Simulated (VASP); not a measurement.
# TiAl (Cmmm) in VASP: a series of runs

TiAl is run at these levels: PBE; tasks: single point.

All numbers are computed with VASP 6.6.1; they aren't measurements. Logs are shortened: lines on timing, memory, paths and dates and some standing lists are left out, and cuts for length are marked.

**1. The cell of the first run**

Symmetry: Cmmm, No. 65, orthorhombic system. The conventional cell has a = 4.537 Å, b = 4.588 Å, c = 6.808 Å, α = 90.00°, β = 90.00°, γ = 90.00°. Within 2.7 Å of Ti (site symmetry mm2) lie 1 Ti at 2.07 Å and 1 Al at 2.37 Å. Within 3.0 Å of Al (site symmetry mmm) lie 4 Al at 2.27 to 2.29 Å. Within 3.0 Å of Al (site symmetry mmm) lie 4 Al at 2.27 to 2.29 Å and 2 Ti at 2.37 Å.

The cell was generated, and may not be a known phase.

**2. Single point, PBE**

The input, INCAR:

```
SYSTEM = TiAl
ALGO = Fast ; EDIFF = 1E-6
ENCUT = 520 ; GGA = PE
ISIF = 2 ; ISMEAR = 0
LASPH = .TRUE. ; LCHARG = .FALSE.
LREAL = .FALSE. ; LWAVE = .FALSE.
NBANDS = 23 ; NELM = 80
PREC = Accurate ; SIGMA = 0.1
```

The input, KPOINTS:

```
k-points
0
G
  6 6 4
  0 0 0
```

The input, POSCAR:

```
TiAl
1.0
    2.2684859100     -2.2941453800      0.0000000000
    2.2684859100      2.2941453800      0.0000000000
    0.0000000000      0.0000000000      6.8075546000
Ti Al
2 2
Direct
    0.0000000000      0.0000000000      0.3477057500
    0.0000000000      0.0000000000      0.6522942500
    0.5000000000      0.5000000000      0.0000000000
    0.0000000000      0.0000000000      0.0000000000
```

Potentials or basis: VASP PAW PBE potentials, release 64 (Ti_sv, Al).

The run is started by

```console
$ cat potpaw_PBE.64/Ti_sv/POTCAR potpaw_PBE.64/Al/POTCAR > POTCAR
$ mpirun -np 1 vasp_std > vasp.out
```

OUTCAR:

```text
SYSTEM = TiAl
   EDIFF = 1E-6
   ENCUT = 520
   GGA = PE
   ISIF = 2
   ISMEAR = 0
   LASPH = .TRUE.
   LREAL = .FALSE.
   NELM = 80
   PREC = Accurate

 ion  position               nearest neighbor table
   1  0.000  0.000  0.348-   2 2.07   4 2.37
   2  0.000  0.000  0.652-   1 2.07   4 2.37
   3  0.500  0.500  0.000-   4 2.27   4 2.27   4 2.29   4 2.29
   4  0.000  0.000  0.000-   3 2.27   3 2.27   3 2.29   3 2.29   1 2.37   2 2.37

  LATTYP: Found a base centered orthorhombic cell.
 ALAT       =     4.5369718200
 B/A-ratio  =     1.0113112759
 C/A-ratio  =     1.5004621739

  Lattice vectors:

 A1 = (   2.2684859100,  -2.2941453800,   0.0000000000)
 A2 = (   2.2684859100,   2.2941453800,   0.0000000000)
 A3 = (   0.0000000000,   0.0000000000,   6.8075546000)

Analysis of symmetry for initial positions (statically):
=====================================================================
 Subroutine PRICEL returns:
 Original cell was already a primitive cell.

 Routine SETGRP: Setting up the symmetry group for a
 base centered orthorhombic supercell.

 Subroutine GETGRP returns: Found  8 space group operations
 (whereof  8 operations were pure point group operations)
 out of a pool of  8 trial point group operations.

The static configuration has the point symmetry D_2h.

Analysis of symmetry for dynamics (positions and initial velocities):
=====================================================================
 Subroutine PRICEL returns:
 Original cell was already a primitive cell.

 Routine SETGRP: Setting up the symmetry group for a
 base centered orthorhombic supercell.

 Subroutine GETGRP returns: Found  8 space group operations
 (whereof  8 operations were pure point group operations)
 out of a pool of  8 trial point group operations.

The dynamic configuration has the point symmetry D_2h.

 Subroutine INISYM returns: Found  8 space group operations
 (whereof  8 operations are pure point group operations),
 and found     1 'primitive' translations

----------------------------------------------------------------------------------------

                                     Primitive cell

  volume of cell :      70.8562

  direct lattice vectors                    reciprocal lattice vectors
     2.268485910 -2.294145380  0.000000000     0.220411332 -0.217946083  0.000000000
     2.268485910  2.294145380  0.000000000     0.220411332  0.217946083  0.000000000
     0.000000000  0.000000000  6.807554600     0.000000000  0.000000000  0.146895627

  length of vectors
     3.226318544  3.226318544  6.807554600     0.309970402  0.309970402  0.146895627

  position of ions in fractional coordinates (direct lattice)
     0.000000000  0.000000000  0.347705750
     0.000000000  0.000000000  0.652294250
     0.500000000  0.500000000  0.000000000
     0.000000000  0.000000000  0.000000000

  ion indices of the primitive-cell ions
   primitive index   ion index
                 1           1
                 2           2
                 3           3
                 4           4

----------------------------------------------------------------------------------------

 KPOINTS: k-points

Automatic generation of k-mesh.
 Grid dimensions read from file:
 generate k-points for:    6    6    4

 Generating k-lattice:

  Cartesian coordinates                     Fractional coordinates (reciprocal lattice)
     0.036735222 -0.036324347  0.000000000     0.166666667  0.000000000  0.000000000
     0.036735222  0.036324347  0.000000000     0.000000000  0.166666667  0.000000000
     0.000000000  0.000000000  0.036723907     0.000000000  0.000000000  0.250000000

  Length of vectors
     0.051661734  0.051661734  0.036723907

  Shift w.r.t. Gamma in fractional coordinates (k-lattice)
     0.000000000  0.000000000  0.000000000

 Subroutine IBZKPT returns following result:
 ===========================================

 Found     39 irreducible k-points:

 Following reciprocal coordinates:
            Coordinates               Weight
  0.000000  0.000000  0.000000      1.000000
  0.166667 -0.000000  0.000000      4.000000
  0.333333  0.000000  0.000000      4.000000
  0.500000  0.000000  0.000000      2.000000
  0.166667  0.166667  0.000000      2.000000
  0.333333  0.166667  0.000000      4.000000
[... 16 lines left out ...]
  0.333333  0.333333  0.250000      4.000000
  0.500000  0.333333  0.250000      8.000000
 [... further k-points ...]
   k-points           NKPTS =     39   k-points in BZ     NKDIM =     39   number of bands    NBANDS=     23
   number of dos      NEDOS =    301   number of ions     NIONS =      4
   total plane-waves  NPLWV =  31104
   dimension x,y,z NGX =    24 NGY =   24 NGZ =   54
   dimension x,y,z NGXF=    48 NGYF=   48 NGZF=  108
   ions per type =               2   2
   NGX,Y,Z   is equivalent  to a cutoff of  12.37, 12.37, 13.19 a.u.
   NGXF,Y,Z  is equivalent  to a cutoff of  24.73, 24.73, 26.37 a.u.
 SYSTEM =  TiAl
   PREC   = accura    normal or accurate (medium, high low for compatibility)
   ISTART =      0    job   : 0-new  1-cont  2-samecut
   ICHARG =      2    charge: 1-file 2-atom 10-const
   ISPIN  =      1    spin polarized calculation?
   LNONCOLLINEAR =      F non collinear calculations
   LSORBIT =      F    spin-orbit coupling
   LASPH  =      T    aspherical Exc in radial PAW
   ENCUT  =  520.0 eV  38.22 Ry    6.18 a.u.   6.00  6.00 12.66*2*pi/ulx,y,z
   NELM   =     80;   NELMIN=  2; NELMDL= -5     # of ELM steps
   EDIFF  = 0.1E-05   stopping-criterion for ELM
   LREAL  =      F    real-space projection
[... 7 lines left out ...]
   TEBEG  =    0.0;   TEEND  =   0.0 temperature during run
   PSTRESS=    0.0 pullay stress
   NELECT =      30.0000    total number of electrons
   NUPDOWN=      -1.0000    fix difference up-down
   EMIN   =  10.00;   EMAX   =-10.00  energy-range for DOS
   EFERMI =   0.00;   METHOD = LEGACY
   ISMEAR =     0;   SIGMA  =   0.10  broadening in eV -4-tet -1-fermi 0-gaus
   EFERMI_NEDOS =   21; number of points for ismear=-14 and -15
   IALGO  =     68    algorithm
   IMIX   =      4    mixing-type and parameters
     AMIX     =   0.40;   BMIX     =  1.00
     AMIX_MAG =   1.60;   BMIX_MAG =  1.00
  volume/ion in A,a.u.               =      17.71       119.54
  Fermi-wavevector in a.u.,A,eV,Ry     =   1.229294  2.323029 20.560641  1.511164
  Thomas-Fermi vector in A             =   2.364187
   LORBIT       =      0    0 simple, 1 ext, 2 COOP (PROOUT), +10 PAW based schemes
   GGA     = PE    functional components
   LHFCALC =     F    Hartree Fock is set to
   AEXX    =    0.0000 exact exchange contribution
   IVDW    =     0    specifies the selected vdW correction
   LEPSILON=     F    determine dielectric tensor
   LRPA    =     F    only Hartree local field effects (RPA)
 non-spin polarized calculation
 RMM-DIIS sequential band-by-band and
 Gauss-broadening in eV      SIGMA  =   0.10
  energy-cutoff  :      520.00
  volume of cell :       70.86
 maximum number of plane-waves:      1927
   NGX = 11   NGY = 11   NGZ = 25

 number of electron      30.0000003 magnetization

 Free energy of the ion-electron system (eV)
  ---------------------------------------------------
  ext. energy  EPLUGINS =         0.00000000
  ---------------------------------------------------
  free energy    TOTEN  =       -18.00444961 eV

  energy without entropy =      -17.99052542  energy(sigma->0) =      -17.99748752

 E-fermi :   7.4856     XC(G=0): -10.4356

 val. band max:        7.4376321672   @ k =   0.3333   0.0000   0.0000
 cond. band min:       7.4995588264   @ k =   0.0000   0.0000   0.5000
 fundamental gap:      0.0619266592
 Fermi energy:         7.4856252365

 k-point     1 :       0.0000    0.0000    0.0000
  band No.  band energies     occupation
      1     -49.3821      2.00000
      2     -48.7902      2.00000
      3     -26.5237      2.00000
      4     -25.5432      2.00000
      5     -25.5427      2.00000
      6     -25.1873      2.00000
[... 15 lines left out ...]
     22      10.3504      0.00000
     23      10.3797      0.00000

 k-point     2 :       0.1667   -0.0000    0.0000
  band No.  band energies     occupation
      1     -49.3791      2.00000
      2     -48.7876      2.00000
      3     -26.5194      2.00000
      4     -25.5788      2.00000
      5     -25.5400      2.00000
      6     -25.2167      2.00000
[... 15 lines left out ...]
     22      10.1646      0.00000
     23      12.1983      0.00000

 k-point     3 :       0.3333    0.0000    0.0000
  band No.  band energies     occupation
      1     -49.3730      2.00000
      2     -48.7823      2.00000
      3     -26.5108      2.00000
      4     -25.6500      2.00000
      5     -25.5341      2.00000
      6     -25.2752      2.00000
[... 15 lines left out ...]
     22      10.6298      0.00000
     23      10.8684      0.00000

 k-point     4 :       0.5000    0.0000    0.0000
  band No.  band energies     occupation
      1     -49.3700      2.00000
      2     -48.7796      2.00000
      3     -26.5065      2.00000
      4     -25.6853      2.00000
      5     -25.5311      2.00000
      6     -25.3043      2.00000
[... 15 lines left out ...]
     22      12.1565      0.00000
     23      12.2446      0.00000

 k-point     5 :       0.1667    0.1667    0.0000
  band No.  band energies     occupation
      1     -49.3761      2.00000
      2     -48.7849      2.00000
      3     -26.5152      2.00000
      4     -25.5766      2.00000
      5     -25.5747      2.00000
      6     -25.2147      2.00000
[... 15 lines left out ...]
     22      10.0975      0.00000
     23      10.4636      0.00000

 k-point     6 :       0.3333    0.1667    0.0000
  band No.  band energies     occupation
      1     -49.3700      2.00000
      2     -48.7797      2.00000
      3     -26.5067      2.00000
      4     -25.6463      2.00000
      5     -25.5692      2.00000
      6     -25.2723      2.00000
[... 15 lines left out ...]
     22      10.3133      0.00000
     23      12.1548      0.00000

 k-point     7 :       0.5000    0.1667    0.0000
  band No.  band energies     occupation
      1     -49.3670      2.00000
      2     -48.7770      2.00000
      3     -26.5024      2.00000
      4     -25.6812      2.00000
      5     -25.5658      2.00000
      6     -25.3011      2.00000
[... 353 lines left out ...]
     22      10.4513      0.00000
     23      11.4865      0.00000

 k-point    21 :      -0.3333    0.1667    0.2500
  band No.  band energies     occupation
      1     -49.3699      2.00000
      2     -48.7798      2.00000
      3     -26.5050      2.00000
      4     -25.6461      2.00000
      5     -25.5690      2.00000
      6     -25.2723      2.00000
[... 15 lines left out ...]
     22      10.6626      0.00000
     23      10.9041      0.00000

 k-point    22 :      -0.1667    0.1667    0.2500
  band No.  band energies     occupation
      1     -49.3760      2.00000
      2     -48.7851      2.00000
      3     -26.5135      2.00000
      4     -25.5766      2.00000
      5     -25.5744      2.00000
      6     -25.2149      2.00000
[... 15 lines left out ...]
     22      10.6021      0.00000
     23      10.9330      0.00000

 k-point    23 :       0.3333    0.3333    0.2500
  band No.  band energies     occupation
      1     -49.3640      2.00000
      2     -48.7745      2.00000
      3     -26.4968      2.00000
      4     -25.6387      2.00000
      5     -25.6386      2.00000
      6     -25.2665      2.00000
[... 15 lines left out ...]
     22      10.3307      0.00000
     23      10.7957      0.00000

 k-point    24 :       0.5000    0.3333    0.2500
  band No.  band energies     occupation
      1     -49.3610      2.00000
      2     -48.7719      2.00000
      3     -26.4926      2.00000
      4     -25.6730      2.00000
      5     -25.6347      2.00000
      6     -25.2948      2.00000
[... 15 lines left out ...]
     22      10.8081      0.00000
     23      10.8727      0.00000

 [... further k-points ...]

------------------------ aborting loop because EDIFF is reached ----------------------------------------

  FORCE on cell =-STRESS in cart. coord.  units (eV):
  Direction    XX          YY          ZZ          XY          YZ          ZX
  --------------------------------------------------------------------------------------
  -------------------------------------------------------------------------------------
  Total        9.7038019      8.5554945      6.7265667      0.0000000      0.0000000      0.0000000
  in kB      219.4190613    193.4539267    152.0988341      0.0000000      0.0000000      0.0000000
  external PRESSURE =     188.3239407 kB  Pullay stress =       0.0000000 kB

 VOLUME and BASIS-vectors are now :
 -----------------------------------------------------------------------------
  energy-cutoff  :      520.00
  volume of cell :       70.86
      direct lattice vectors                 reciprocal lattice vectors
     2.268485910 -2.294145380  0.000000000     0.220411332 -0.217946083  0.000000000
     2.268485910  2.294145380  0.000000000     0.220411332  0.217946083  0.000000000
     0.000000000  0.000000000  6.807554600     0.000000000  0.000000000  0.146895627

 POSITION                                       TOTAL-FORCE (eV/Angst)
 -----------------------------------------------------------------------------------
      0.00000      0.00000      2.36703        -0.000000      0.000000      0.096830
      0.00000      0.00000      4.44053         0.000000      0.000000     -0.096830
      2.26849      0.00000      0.00000        -0.000000     -0.000000      0.000000
      0.00000      0.00000      0.00000        -0.000000      0.000000      0.000000
 -----------------------------------------------------------------------------------
    total drift:                                0.000000     -0.000000      0.000000

  FREE ENERGIE OF THE ION-ELECTRON SYSTEM (eV)
  ---------------------------------------------------
  free  energy   TOTEN  =       -18.0044496096 eV

  energy  without entropy=      -17.9905254244  energy(sigma->0) =      -17.99748752
```

It took 2.6 min on 1 thread of Intel Xeon 8259CL, shared host; peak memory 0.21 GiB.

Results:

- Free energy: -18.0044 eV
- Pressure: 18.8 GPa
- Largest force: 0.097 eV/Å
- Band gap on the k mesh: zero (bands 15 and 16 overlap by 1.53 eV)

Forces on the atoms (eV/Å):
```
Ti   0.000  0.000  0.097
Ti   0.000  0.000 -0.097
Al   0.000  0.000  0.000
Al   0.000  0.000  0.000
```

Caveat: atoms lie so close that the PAW spheres overlap strongly, which falsifies energies and pressures; the stress differs along the axes, from 15 to 22 GPa.

[end of part 1 of 2]

The gap in the log of VASP goes by the Fermi energy; the results here count the filled bands.